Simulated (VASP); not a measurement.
CsPbBr3, 5 atoms in the cell. Symmetry: P4/mmm, No. 123, tetragonal system. Conventional cell: a = 6.105 Å, b = 6.105 Å, c = 5.870 Å, α = 90.00°, β = 90.00°, γ = 90.00°. Pb (site symmetry 4/mmm) has 6 Br at 2.94 to 3.05 Å within 3.9 Å. Cs (site symmetry 4/mmm) has 12 Br at 4.23 to 4.32 Å and 8 Pb at 5.22 Å within 5.6 Å. Br (site symmetry 4/mmm) has 2 Pb at 2.94 Å within 3.9 Å. Within 4.0 Å of Br (site symmetry mmm) lie 2 Pb at 3.05 Å. 

* Program: VASP 6.6.1
* Task: relaxation of the atoms
* Functional: PBEsol
* Potentials or basis: VASP PAW PBE potentials, release 64 (Pb_d, Cs_sv, Br)
* Cutoff: 450 eV
* k mesh: 4 × 4 × 4
* Occupations: fermi-dirac, width 0.05 eV
* Spin: no spin polarisation
* Dipole correction: no
* Further INCAR settings: ALGO = Normal; EDIFF = 1e-07; IBRION = 2; EDIFFG = -0.01; NSW = 60

Potentials or basis: VASP PAW PBE potentials, release 64 (Pb_d, Cs_sv, Br).

Launch:

```bash
$ cat potpaw_PBE.64/Pb_d/POTCAR potpaw_PBE.64/Cs_sv/POTCAR potpaw_PBE.64/Br/POTCAR > POTCAR
$ mpirun -np 1 vasp_std > vasp.out
```

Hardware: 1 thread of Oxide Virtual Turin-like Processor, on a shared host.

Task: Estimate the wall time of this run.

Result: Wall time 110 s on 1 thread of Oxide Virtual Turin-like Processor (shared host), peak memory 0.28 GiB. Counts: scf iterations 15, k points 18, ion steps 1.
